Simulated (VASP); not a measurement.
Write the native input for VASP 6.6.1 that does the following.

| Item | Value |
| --- | --- |
| Task | single point |
| Functional | PBEsol |
| Dispersion | D3(BJ) |
| Potentials or basis | VASP PAW PBE potentials, release 64 (Sn_d, O) |
| Cutoff | 520 eV |
| k mesh | 12 × 12 × 10 |
| Occupations | gaussian, width 0.15 eV |
| Spin | no spin polarisation |
| Dipole correction | no |
| Further INCAR settings | ALGO = Normal; EDIFF = 1e-07; NBANDS = 28 |

The structure of SnO lies in POSCAR:

```
SnO
1.0
    3.8020000000      0.0000000000      0.0000000000
    0.0000000000      3.8020000000      0.0000000000
    0.0000000000      0.0000000000      4.8360000000
Sn O
2 2
Direct
    0.0000000000      0.5000000000      0.2850260546
    0.5000000000      0.0000000000      0.7615000000
    0.0000000000      0.0000000000      0.0000000000
    0.5000000000      0.5000000000      0.0000000000
```

This cell differs from its parent crystal: atom 1 (Sn) moved by (+0.000, +0.225) A along y and z.

The input as run:

INCAR

```
SYSTEM = SnO
ALGO = Normal
EDIFF = 1E-7
ENCUT = 520
GGA = PS
ISIF = 2
ISMEAR = 0
IVDW = 12
LASPH = .TRUE.
LCHARG = .FALSE.
LREAL = .FALSE.
LWAVE = .FALSE.
NBANDS = 28
NELM = 60
PREC = Accurate
SIGMA = 0.15
```

KPOINTS

```
k-points
0
G
  12 12 10
  0 0 0
```

Potentials or basis: VASP PAW PBE potentials, release 64 (Sn_d, O).

Command:

```sh
$ cat potpaw_PBE.64/Sn_d/POTCAR potpaw_PBE.64/O/POTCAR > POTCAR
$ mpirun -np 1 vasp_std > vasp.out
```

It gave:

```
Pressure                   : -8.1 GPa
Largest force              : 2.252 eV/Å
Band gap on the k mesh     : zero (bands 20 and 21 overlap by 0.75 eV)
Dispersion energy per atom : -0.216 eV
```

Caveat: the cell differs from its parent crystal (atom 1 (Sn) moved by (+0.000, +0.225) A along y and z); the stress differs along the axes, from -12 to -6 GPa; semilocal functionals underestimate gaps, and a narrow one can read as zero; the PAW data sets were made with another functional, which shifts forces and pressure a little; spin-orbit coupling is left out, which moves the levels of the heavy elements.

Run time: 4.8 min on 1 thread of Intel Xeon 8259CL, with other jobs on the host, peak memory 0.38 GiB.
